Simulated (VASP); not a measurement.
# La (P6_3/mmc) in VASP: single point with r2SCAN

Aim: the single point of La with r2SCAN.

Program: VASP 6.6.1. These are calculated values, not measurements. Logs are shortened: lines on timing, memory, paths and dates and some standing lists are left out, and cuts for length are marked.

### Step 1. The cell of the first run

Symmetry: P6_3/mmc, No. 194, hexagonal system. Conventional cell: a = 3.836 Å, b = 3.836 Å, c = 6.040 Å, α = 90.00°, β = 90.00°, γ = 120.00°. Within 4.9 Å of La (site symmetry -6m2) lie 12 La at 3.75 to 3.84 Å.

### Step 2. Single point, r2SCAN

File POSCAR:

```
La
1.0
    1.9180280000      3.3221220000      0.0000000000
   -1.9180280000      3.3221220000      0.0000000000
    0.0000000000      0.0000000000      6.0404390000
La
2
Direct
    0.3333300000      0.3333400000      0.2500000000
    0.6666600000      0.6666700000      0.7500000000
```

File INCAR.step1:

```
SYSTEM = La
PREC = Accurate
ENCUT = 520
ISMEAR = -1
SIGMA = 0.1
LREAL = .FALSE.
LASPH = .TRUE.
NELM = 100
NBANDS = 18
GGA = PE
ALGO = Normal
EDIFF = 1E-4
LWAVE = .TRUE.
LCHARG = .FALSE.
```

File INCAR.step2:

```
SYSTEM = La
PREC = Accurate
ENCUT = 520
EDIFF = 1E-7
ISMEAR = -1
SIGMA = 0.1
LREAL = .FALSE.
LASPH = .TRUE.
NELM = 100
ALGO = Normal
ISIF = 2
LWAVE = .FALSE.
LCHARG = .FALSE.
METAGGA = R2SCAN
LMIXTAU = .TRUE.
NBANDS = 18
ISTART = 1
```

File KPOINTS:

```
Automatic mesh
0
G
  10 10 6
  0 0 0
```

Potentials or basis: VASP PAW PBE potentials, release 64 (La).

On the command line:

```sh
$ cat potpaw_PBE.64/La/POTCAR > POTCAR
$ cp INCAR.step1 INCAR
$ mpirun -np 1 vasp_std > vasp.out
$ cp INCAR.step2 INCAR
$ mpirun -np 1 vasp_std > vasp.out
```

OUTCAR:

```text
SYSTEM = La
   PREC = Accurate
   ENCUT = 520
   EDIFF = 1E-7
   ISMEAR = -1
   LREAL = .FALSE.
   LASPH = .TRUE.
   NELM = 100
   ISIF = 2
   METAGGA = R2SCAN
   ISTART = 1

 ion  position               nearest neighbor table
   1  0.333  0.333  0.250-
   2  0.667  0.667  0.750-

  LATTYP: Found a hexagonal cell.
 ALAT       =     3.8360560465
 C/A-ratio  =     1.5746482655

  Lattice vectors:

 A1 = (   1.9180280000,  -3.3221220000,   0.0000000000)
 A2 = (   1.9180280000,   3.3221220000,   0.0000000000)
 A3 = (   0.0000000000,   0.0000000000,   6.0404390000)

Analysis of symmetry for initial positions (statically):
=====================================================================
 Subroutine PRICEL returns:
 Original cell was already a primitive cell.

 Routine SETGRP: Setting up the symmetry group for a
 hexagonal supercell.

 Subroutine GETGRP returns: Found  8 space group operations
 (whereof  2 operations were pure point group operations)
 out of a pool of 24 trial point group operations.

The static configuration has the point symmetry C_2 .
 The point group associated with its full space group is D_2h.

Analysis of symmetry for dynamics (positions and initial velocities):
=====================================================================
 Subroutine PRICEL returns:
 Original cell was already a primitive cell.

 Routine SETGRP: Setting up the symmetry group for a
 hexagonal supercell.

 Subroutine GETGRP returns: Found  8 space group operations
 (whereof  2 operations were pure point group operations)
 out of a pool of 24 trial point group operations.

The dynamic configuration has the point symmetry C_2 .
 The point group associated with its full space group is D_2h.

 Subroutine INISYM returns: Found  8 space group operations
 (whereof  2 operations are pure point group operations),
 and found     1 'primitive' translations

----------------------------------------------------------------------------------------

                                     Primitive cell

  volume of cell :      76.9784

  direct lattice vectors                    reciprocal lattice vectors
     1.918028000  3.322122000  0.000000000     0.260684411  0.150506213  0.000000000
    -1.918028000  3.322122000  0.000000000    -0.260684411  0.150506213  0.000000000
     0.000000000  0.000000000  6.040439000     0.000000000  0.000000000  0.165550881

  length of vectors
[... 74 lines left out ...]
   ISTART =      1    job   : 0-new  1-cont  2-samecut
   ICHARG =      0    charge: 1-file 2-atom 10-const
   ISPIN  =      1    spin polarized calculation?
   LNONCOLLINEAR =      F non collinear calculations
   LSORBIT =      F    spin-orbit coupling
   LASPH  =      T    aspherical Exc in radial PAW
   ENCUT  =  520.0 eV  38.22 Ry    6.18 a.u.   7.13  7.13 11.23*2*pi/ulx,y,z
   NELM   =    100;   NELMIN=  2; NELMDL=  0     # of ELM steps
   EDIFF  = 0.1E-06   stopping-criterion for ELM
   LREAL  =      F    real-space projection
   EDIFFG = 0.1E-05   stopping-criterion for IOM
   NSW    =      0    number of steps for IOM
   IBRION =     -1    ionic relax: 0-MD 1-quasi-New 2-CG
   NFREE  =      0    steps in history (QN), initial steepest desc. (CG)
   ISIF   =      2    stress and relaxation
   ISYM   =      2    0-nonsym 1-usesym 2-fastsym
   POTIM  = 0.5000    time-step for ionic-motion
   TEBEG  =    0.0;   TEEND  =   0.0 temperature during run
   PSTRESS=    0.0 pullay stress
   NELECT =      22.0000    total number of electrons
   NUPDOWN=      -1.0000    fix difference up-down
   EMIN   =  10.00;   EMAX   =-10.00  energy-range for DOS
   EFERMI =   0.00;   METHOD = LEGACY
   ISMEAR =    -1;   SIGMA  =   0.10  broadening in eV -4-tet -1-fermi 0-gaus
   EFERMI_NEDOS =   21; number of points for ismear=-14 and -15
   IALGO  =     38    algorithm
   IMIX   =      4    mixing-type and parameters
     AMIX     =   0.40;   BMIX     =  1.00
     AMIX_MAG =   1.60;   BMIX_MAG =  1.00
  volume/ion in A,a.u.               =      38.49       259.74
  Fermi-wavevector in a.u.,A,eV,Ry     =   1.078349  2.037784 15.821355  1.162837
  Thomas-Fermi vector in A             =   2.214285
   LORBIT       =      0    0 simple, 1 ext, 2 COOP (PROOUT), +10 PAW based schemes
   METAGGA = R2SCAN    functional components
   LHFCALC =     F    Hartree Fock is set to
   AEXX    =    0.0000 exact exchange contribution
   IVDW    =     0    specifies the selected vdW correction
   LEPSILON=     F    determine dielectric tensor
   LRPA    =     F    only Hartree local field effects (RPA)
 non-spin polarized calculation
  energy-cutoff  :      520.00
  volume of cell :       76.98
 maximum number of plane-waves:      2104
 NGX is ok and might be reduce to    30
   NGX = 15   NGY = 15   NGZ = 23

 number of electron      22.0000001 magnetization

 Free energy of the ion-electron system (eV)
  ---------------------------------------------------
  ext. energy  EPLUGINS =         0.00000000
  ---------------------------------------------------
  free energy    TOTEN  =       -59.48677618 eV

  energy without entropy =      -59.36631868  energy(sigma->0) =      -59.42654743

 E-fermi :   7.6229     XC(G=0): -10.0547

 val. band max:        7.6217568848   @ k =   0.4000  -0.4000   0.5000
 cond. band min:       7.6536102688   @ k =   0.5000  -0.0000   0.3333
 fundamental gap:      0.0318533841
 Fermi energy:         7.6229018511

 k-point     1 :       0.0000    0.0000    0.0000
  band No.  band energies     occupation
      1     -26.4874      2.00000
      2     -26.2764      2.00000
      3     -10.4002      2.00000
      4      -9.2769      2.00000
      5      -9.2769      2.00000
      6      -9.0840      2.00000
[... 481 lines left out ...]
      5      -9.8511      2.00000
      6      -9.5036      2.00000
[... 10 lines left out ...]
     17       9.7571      0.00000
     18       9.8066      0.00000

 [... further k-points ...]
[... 5 lines left out ...]
  --------------------------------------------------------------------------------------
  -------------------------------------------------------------------------------------
  Total       -0.1090379     -0.1090332     -0.0698333     -0.0000000      0.0000000      0.0000000
  in kB       -2.2694413     -2.2693435     -1.4534641     -0.0000000      0.0000000      0.0000000
  external PRESSURE =      -1.9974163 kB  Pullay stress =       0.0000000 kB

 VOLUME and BASIS-vectors are now :
 -----------------------------------------------------------------------------
  energy-cutoff  :      520.00
  volume of cell :       76.98
      direct lattice vectors                 reciprocal lattice vectors
     1.918028000  3.322122000  0.000000000     0.260684411  0.150506213  0.000000000
    -1.918028000  3.322122000  0.000000000    -0.260684411  0.150506213  0.000000000
     0.000000000  0.000000000  6.040439000     0.000000000  0.000000000  0.165550881

 POSITION                                       TOTAL-FORCE (eV/Angst)
 -----------------------------------------------------------------------------------
     -0.00002      2.21476      1.51011         0.000000     -0.000004      0.000000
     -0.00002      4.42948      4.53033         0.000000      0.000004     -0.000000
 -----------------------------------------------------------------------------------
    total drift:                               -0.000000      0.000000     -0.000000

  FREE ENERGIE OF THE ION-ELECTRON SYSTEM (eV)
  ---------------------------------------------------
  free  energy   TOTEN  =       -59.4867761796 eV

  energy  without entropy=      -59.3663186761  energy(sigma->0) =      -59.42654743
```

OUTCAR.step1:

```text
SYSTEM = La
   PREC = Accurate
   ENCUT = 520
   ISMEAR = -1
   LREAL = .FALSE.
   LASPH = .TRUE.
[... 728 lines left out ...]
     -0.00002      2.21476      1.51011         0.000000      0.000386      0.000000
     -0.00002      4.42948      4.53033         0.000000     -0.000386     -0.000000
 -----------------------------------------------------------------------------------
    total drift:                               -0.000000      0.000000     -0.000000

  FREE ENERGIE OF THE ION-ELECTRON SYSTEM (eV)
  ---------------------------------------------------
  free  energy   TOTEN  =        -9.7746067451 eV

  energy  without entropy=       -9.6459967485  energy(sigma->0) =       -9.71030175
```

OSZICAR.step1:

```text
N       E                     dE             d eps       ncg     rms          rms(c)
DAV:   1     0.253586796429E+03    0.25359E+03   -0.80206E+03  4480   0.165E+03
DAV:   2     0.287434218907E+02   -0.22484E+03   -0.22136E+03  6320   0.302E+02
DAV:   3    -0.619822680333E+01   -0.34942E+02   -0.33885E+02  7416   0.137E+02
DAV:   4    -0.947710813859E+01   -0.32789E+01   -0.32386E+01  8906   0.381E+01
DAV:   5    -0.972941866891E+01   -0.25231E+00   -0.25155E+00  7104   0.101E+01    0.318E+00
DAV:   6    -0.976824635578E+01   -0.38828E-01   -0.50252E-01  8904   0.491E+00    0.161E+00
DAV:   7    -0.976685472709E+01    0.13916E-02   -0.54773E-02  7264   0.185E+00    0.511E-01
DAV:   8    -0.977142281536E+01   -0.45681E-02   -0.25632E-02  8872   0.125E+00    0.227E-01
DAV:   9    -0.977161559607E+01   -0.19278E-03   -0.55203E-04  7280   0.149E-01    0.229E-01
DAV:  10    -0.977421686634E+01   -0.26013E-02   -0.73872E-03  7944   0.678E-01    0.103E-01
DAV:  11    -0.977483643527E+01   -0.61957E-03   -0.18691E-03  8752   0.415E-01    0.138E-01
DAV:  12    -0.977463820376E+01    0.19823E-03   -0.38942E-04  7008   0.171E-01    0.682E-02
DAV:  13    -0.977460674514E+01    0.31459E-04   -0.52118E-05  5736   0.936E-02
   1 F= -.97746067E+01 E0= -.97103017E+01  d E =-.128610E+00
```

It took 14 min on 1 thread of Intel Xeon Platinum 8375C at 2.90GHz (Ice Lake), shared host; peak memory 0.33 GiB.

Results:

- Free energy: -59.4868 eV
- Pressure: -0.2 GPa
- Band gap on the k mesh: zero (bands 11 and 12 overlap by 1.77 eV)

Stress tensor (GPa, compression positive):
```
-0.23  0.00  0.00
 0.00 -0.23  0.00
 0.00  0.00 -0.15
```

Caveat: the PAW data sets were made with another functional, which shifts forces and pressure a little; spin-orbit coupling is left out, which moves the levels of the heavy elements.
